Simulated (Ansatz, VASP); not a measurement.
Given: the input of a run of Ansatz 0.2.0 on Pt.

The input input.yaml:

```yaml
crystal:
  lattice:
    - [0.0, 1.9993587835, 1.9993587835]
    - [1.9993587835, 0.0, 1.9993587835]
    - [1.9993587835, 1.9993587835, 0.0]
  atoms:
    - { symbol: Pt, position: [0.0, 0.0, 0.0] }
hamiltonian:
  xc: r2scan
  pseudopotentials: { kind: paw }
kpoints:
  mp_grid: { grid: [12, 12, 12] }
scf:
  occupations: { method: fermi_dirac, width: 0.05 }
output:
  forces: true
  stress: true
  eigenvalues: true
```

Potentials or basis: Ansatz PAW.

The run is started by

```sh
$ ansatz run input.yaml --threads 2 --pin off --max-ram 5120MiB --backend cpu --events-out ev --progress --plain --runs-dir out
```

**Question.** Set up the same calculation for VASP 6.6.1. Potentials there: VASP PAW PBE potentials, release 64 (Pt).

**Answer.** As run (the cutoff follows the program's own potentials):

The input POSCAR:

```
Pt
1.0
    0.0000000000      1.9993587835      1.9993587835
    1.9993587835      0.0000000000      1.9993587835
    1.9993587835      1.9993587835      0.0000000000
Pt
1
Direct
    0.0000000000      0.0000000000      0.0000000000
```

Contents of INCAR.step1:

```
SYSTEM = Pt
  ALGO = Normal
  EDIFF = 1E-4
  ENCUT = 520
  GGA = PE
  ISMEAR = -1
  LASPH = .True.
  LCHARG = .False.
  LREAL = .False.
  LWAVE = .True.
  NBANDS = 11
  NELM = 80
  PREC = Accurate
  SIGMA = 0.05
```

Contents of INCAR.step2:

```
SYSTEM = Pt
  ALGO = Normal
  EDIFF = 1E-6
  ENCUT = 520
  ISIF = 2
  ISMEAR = -1
  ISTART = 1
  LASPH = .True.
  LCHARG = .True.
  LELF = .True.
  LMIXTAU = .True.
  LREAL = .False.
  LVHAR = .True.
  LWAVE = .False.
  METAGGA = R2SCAN
  NBANDS = 11
  NELM = 80
  PREC = Accurate
  SIGMA = 0.05
```

Contents of KPOINTS:

```
k-points
0
Gamma
  12 12 12
  0 0 0
```

Potentials or basis: VASP PAW PBE potentials, release 64 (Pt).

The run is started by

```console
$ cat potpaw_PBE.64/Pt/POTCAR > POTCAR
$ cp INCAR.step1 INCAR
$ mpirun -np 1 vasp_std > vasp.out
$ cp INCAR.step2 INCAR
$ mpirun -np 1 vasp_std > vasp.out
```

Both were run:

|  | VASP | Ansatz | Ansatz less VASP |
| --- | --- | --- | --- |
| gap on the k mesh at the Fermi level (eV) | none | none | - |
| pressure (GPa) | -10.0 | -10.5 | -0.51 |

VASP's potentials were made for PBE, not for r2SCAN. A gap of «none» marks a metal or a gap that the smearing closes. VASP's potentials hold 10 valence electrons a cell and Ansatz's 18, so a difference there can come from the potentials and not from the codes.

Neither program's run includes spin-orbit coupling.
